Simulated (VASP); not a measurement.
# Li7ZnCl9 in VASP: single point with PBE

Aim: the single point of Li7ZnCl9 with PBE.

All numbers are computed with VASP 6.6.1; they aren't measurements. Logs are shortened: lines on timing, memory, paths and dates and some standing lists are left out, and cuts for length are marked.

## (1) The cell of the first run

The cell holds a disordered packing, 17 atoms: a = 6.971 Å, b = 7.615 Å, c = 7.003 Å, α = 92.73°, β = 91.35°, γ = 91.56°.

## (2) Single point, PBE

File INCAR:

```
SYSTEM = Li7ZnCl9
ALGO = Normal ; EDIFF = 1E-6
ENCUT = 520 ; GGA = PE
ISIF = 2 ; ISMEAR = 0
LASPH = .TRUE. ; LCHARG = .TRUE.
LELF = .TRUE. ; LREAL = Auto
LVHAR = .TRUE. ; LWAVE = .FALSE.
NBANDS = 62 ; NELM = 80
PREC = Accurate ; SIGMA = 0.02
```

File KPOINTS:

```
k-points
0
G
  3 3 3
  0 0 0
```

File POSCAR:

```
Li7ZnCl9
1.0
    6.9697140000     -0.0925540000     -0.0872310000
   -0.1080840000      7.6115910000     -0.1853300000
   -0.0792180000     -0.1648330000      7.0007610000
Li Cl Zn
7 9 1
Direct
    0.6118265446      0.1022000119      0.4112491721
    0.9736898523      0.1974817165      0.8856492380
    0.9115074975      0.4210382772      0.3206307732
    0.3884548623      0.5874233535      0.1535573469
    0.4708866249      0.9334988995      0.9136123850
    0.9240659217      0.6863918265      0.8249857141
    0.4581963949      0.4034134892      0.6664900410
    0.1496680531      0.9344672827      0.8184733942
    0.8748923502      0.0749793800      0.2097660044
    0.0762928046      0.4827407970      0.0325942721
    0.3698378959      0.8985500547      0.2941761447
    0.1270637976      0.2845846615      0.5654629440
    0.5764107747      0.6429067218      0.8803915165
    0.9092279745      0.7153035672      0.4811929146
    0.5598673411      0.4024874588      0.3475859665
    0.6420630097      0.1495235521      0.7535800320
    0.0906094710      0.9757066023      0.4553423261
```

Potentials or basis: VASP PAW PBE potentials, release 64 (Li_sv, Cl, Zn).

On the command line:

```console
$ cat potpaw_PBE.64/Li_sv/POTCAR potpaw_PBE.64/Cl/POTCAR potpaw_PBE.64/Zn/POTCAR > POTCAR
$ mpirun -np 1 vasp_std > vasp.out
```

OUTCAR:

```text
SYSTEM = Li7ZnCl9
   EDIFF = 1E-6
   ENCUT = 520
   GGA = PE
   ISIF = 2
   ISMEAR = 0
   LASPH = .TRUE.
   LREAL = Auto
   NELM = 80
   PREC = Accurate

 ion  position               nearest neighbor table
   1  0.612  0.102  0.411-   9 2.35  11 2.37  15 2.39  16 2.41
   2  0.974  0.197  0.886-   8 2.41  10 2.44  16 2.48   9 2.60  12 2.61
   3  0.912  0.421  0.321-  10 2.40  14 2.46  15 2.46  12 2.53
   4  0.388  0.587  0.154-  15 2.34  13 2.39  10 2.42  11 2.53
   5  0.471  0.933  0.914-   8 2.32  16 2.35  13 2.35
   6  0.924  0.686  0.825-  10 2.42   8 2.43  14 2.43  13 2.48
   7  0.458  0.403  0.666-  15 2.36  13 2.42  16 2.44  12 2.53
   8  0.150  0.934  0.818-   5 2.32   2 2.41   6 2.43  17 2.60
   9  0.875  0.075  0.210-   1 2.35  17 2.42   2 2.60
  10  0.076  0.483  0.033-   3 2.40   4 2.42   6 2.42   2 2.44
  11  0.370  0.899  0.294-  17 2.35   1 2.37   4 2.53
  12  0.127  0.285  0.565-  17 2.44   7 2.53   3 2.53   2 2.61
  13  0.576  0.643  0.880-   5 2.35   4 2.39   7 2.42   6 2.48
  14  0.909  0.715  0.481-  17 2.34   6 2.43   3 2.46
  15  0.560  0.402  0.348-   4 2.34   7 2.36   1 2.39   3 2.46
  16  0.642  0.150  0.754-   5 2.35   1 2.41   7 2.44   2 2.48
  17  0.091  0.976  0.455-  14 2.34  11 2.35   9 2.42  12 2.44   8 2.60

  LATTYP: Found a triclinic cell.
 ALAT       =    10.0965036753
 B/A-ratio  =     0.6936212293
 C/A-ratio  =     0.6904245807
 COS(alpha) =     0.0235067497
 COS(beta)  =     0.0367878919
 COS(gamma) =     0.6576485729

  Lattice vectors:

 A1 = (   0.1873020000,  -7.4467580000,  -6.8154310000)
 A2 = (   0.0792180000,   0.1648330000,  -7.0007610000)
 A3 = (   6.9697140000,  -0.0925540000,  -0.0872310000)

Analysis of symmetry for initial positions (statically):
=====================================================================
 Subroutine PRICEL returns:
 Original cell was already a primitive cell.

 Routine SETGRP: Setting up the symmetry group for a
 triclinic supercell.

 Subroutine GETGRP returns: Found  1 space group operations
 (whereof  1 operations were pure point group operations)
 out of a pool of  2 trial point group operations.

The static configuration has the point symmetry C_1 .

Analysis of symmetry for dynamics (positions and initial velocities):
=====================================================================
 Subroutine PRICEL returns:
 Original cell was already a primitive cell.

 Routine SETGRP: Setting up the symmetry group for a
 triclinic supercell.

 Subroutine GETGRP returns: Found  1 space group operations
 (whereof  1 operations were pure point group operations)
[... 129 lines left out ...]
   POTIM  = 0.5000    time-step for ionic-motion
   TEBEG  =    0.0;   TEEND  =   0.0 temperature during run
   PSTRESS=    0.0 pullay stress
   NELECT =      96.0000    total number of electrons
   NUPDOWN=      -1.0000    fix difference up-down
   EMIN   =  10.00;   EMAX   =-10.00  energy-range for DOS
   EFERMI =   0.00;   METHOD = LEGACY
   ISMEAR =     0;   SIGMA  =   0.02  broadening in eV -4-tet -1-fermi 0-gaus
   EFERMI_NEDOS =   21; number of points for ismear=-14 and -15
   IALGO  =     38    algorithm
   IMIX   =      4    mixing-type and parameters
     AMIX     =   0.40;   BMIX     =  1.00
     AMIX_MAG =   1.60;   BMIX_MAG =  1.00
  volume/ion in A,a.u.               =      21.83       147.29
  Fermi-wavevector in a.u.,A,eV,Ry     =   1.043163  1.971291 14.805700  1.088188
  Thomas-Fermi vector in A             =   2.177860
   LORBIT       =      0    0 simple, 1 ext, 2 COOP (PROOUT), +10 PAW based schemes
   GGA     = PE    functional components
   LHFCALC =     F    Hartree Fock is set to
   AEXX    =    0.0000 exact exchange contribution
   IVDW    =     0    specifies the selected vdW correction
   LEPSILON=     F    determine dielectric tensor
   LRPA    =     F    only Hartree local field effects (RPA)
 non-spin polarized calculation
 Gauss-broadening in eV      SIGMA  =   0.02
  energy-cutoff  :      520.00
  volume of cell :      371.06
 maximum number of plane-waves:     10009
 NGX is ok and might be reduce to    54
   NGX = 25   NGY = 29   NGZ = 27

 number of electron      95.9999991 magnetization

 Free energy of the ion-electron system (eV)
  ---------------------------------------------------
  ext. energy  EPLUGINS =         0.00000000
  ---------------------------------------------------
  free energy    TOTEN  =       -59.27184996 eV

  energy without entropy =      -59.27184996  energy(sigma->0) =      -59.27184996

 E-fermi :  -0.7024     XC(G=0):  -7.7188

 val. band max:       -0.7920055510   @ k =   0.0000   0.0000   0.0000
 cond. band min:       3.6859618085   @ k =   0.0000   0.0000   0.0000
 fundamental gap:      4.4779673595
 Fermi energy:        -0.7023593922

 k-point     1 :       0.0000    0.0000    0.0000
  band No.  band energies     occupation
      1     -44.5317      2.00000
      2     -44.5005      2.00000
      3     -44.4447      2.00000
      4     -44.4167      2.00000
      5     -44.4072      2.00000
      6     -44.3128      2.00000
[... 871 lines left out ...]
     59       7.5476      0.00000
     60       7.8903      0.00000
 [bands above 60 left out]

------------------------ aborting loop because EDIFF is reached ----------------------------------------

  FORCE on cell =-STRESS in cart. coord.  units (eV):
  Direction    XX          YY          ZZ          XY          YZ          ZX
  --------------------------------------------------------------------------------------
  -------------------------------------------------------------------------------------
  Total       -0.0753906     -0.2518136     -0.0421872     -0.1272518     -0.0002632     -0.0175145
  in kB       -0.3255279     -1.0873016     -0.1821594     -0.5494584     -0.0011363     -0.0756254
  external PRESSURE =      -0.5316629 kB  Pullay stress =       0.0000000 kB

 VOLUME and BASIS-vectors are now :
 -----------------------------------------------------------------------------
  energy-cutoff  :      520.00
  volume of cell :      371.06
      direct lattice vectors                 reciprocal lattice vectors
     6.969714000 -0.092554000 -0.087231000     0.143526455  0.002078800  0.001673037
    -0.108084000  7.611591000 -0.185330000     0.001784978  0.131479791  0.003115891
    -0.079218000 -0.164833000  7.000761000     0.001835624  0.003506545  0.142944947

 POSITION                                       TOTAL-FORCE (eV/Angst)
 -----------------------------------------------------------------------------------
      4.22063      0.65349      2.80675        -0.013513      0.011547     -0.000321
      6.69484      1.26705      6.07868         0.001368      0.034941      0.008526
      6.28204      3.06756      2.08712         0.000600      0.004455     -0.005532
      2.63176      4.40996      0.93227        -0.019652     -0.009498      0.001049
      3.10867      6.91124      6.18190        -0.000982     -0.009308      0.014104
      6.30093      5.00302      5.56771        -0.004996     -0.013094     -0.005893
[... 9 lines left out ...]
      4.39914      0.95447      5.19191        -0.005358     -0.008779     -0.025351
      0.48999      7.34324      2.99901         0.003368      0.018563      0.014670
 -----------------------------------------------------------------------------------
    total drift:                               -0.005591     -0.000246     -0.003806

  FREE ENERGIE OF THE ION-ELECTRON SYSTEM (eV)
  ---------------------------------------------------
  free  energy   TOTEN  =       -59.2718499636 eV

  energy  without entropy=      -59.2718499636  energy(sigma->0) =      -59.27184996
```

Wall time 5.7 min (1 thread of Intel Xeon Platinum 8488C (Sapphire Rapids), shared host); peak memory 0.52 GiB.

Results:

| Property | Result |
| --- | --- |
| Free energy | -59.2718 eV |
| Largest force | 0.037 eV/Å |
| Band gap on the k mesh | 4.48 eV |

Forces in eV/Å, atoms in the order of the input:
```
Li  -0.014  0.012  0.000
Li   0.001  0.035  0.009
Li   0.001  0.004 -0.006
Li  -0.020 -0.009  0.001
Li  -0.001 -0.009  0.014
Li  -0.005 -0.013 -0.006
Li  -0.010  0.001 -0.007
Cl   0.029  0.011  0.004
Cl  -0.013 -0.005 -0.012
Cl   0.008  0.003  0.001
Cl   0.027 -0.019  0.018
Cl  -0.015 -0.012 -0.014
Cl   0.011  0.014 -0.004
Cl  -0.012 -0.009  0.024
Cl   0.014 -0.013 -0.010
Cl  -0.005 -0.009 -0.025
Zn   0.003  0.019  0.015
```

Levels at points of the mesh, in eV from the valence-band top:
```
           k point  band 44  band 45  band 46  band 47  band 48  band 49  band 50  band 51  band 52  band 53
(0.00, 0.00, 0.00)    -0.42    -0.37    -0.30    -0.24     0.00     4.48     6.26     6.97     7.43     7.53
```

Caveat: the cutoff is under 1.25 times the usual one of these potentials, so pressure, stress and relaxed cells hold a basis-set (Pulay) error.
